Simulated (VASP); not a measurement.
A run of VASP 6.6.1 is set up as follows.

Contents of INCAR:

```
PREC = Accurate
ENCUT = 500
EDIFF = 1E-6
ISMEAR = -1
SIGMA = 0.03
LREAL = False
LASPH = True
NELM = 120
ALGO = Normal
ISIF = 2
LWAVE = False
LCHARG = True
LELF = True
LVHAR = True
NBANDS = 21
GGA_COMPAT = False
```

KPOINTS

```
Automatic mesh
0
Gamma
  9 9 9
```

POSCAR

```
Sn
1.0
    0.0000000000      3.2456000000      3.2456000000
    3.2456000000      0.0000000000      3.2456000000
    3.2456000000      3.2456000000      0.0000000000
Sn
2
Direct
    0.5000000000      0.5000000000      0.5000000000
    0.7500000000      0.7500000000      0.7500000000
```

Potentials or basis: VASP PAW LDA potentials, release 64 (Sn_d).

The run is started by

```sh
$ cat potpaw_LDA.64/Sn_d/POTCAR > POTCAR
$ mpirun -np 1 vasp_std > vasp.out
```

Question: Estimate the band gap on the k mesh.

Answer: Zero (bands 14 and 15 overlap by 0.17 eV).

Question: What does it give for the pressure?

Answer: -0.4 GPa.

Caveat: spin-orbit coupling is left out, which moves the levels of the heavy elements.
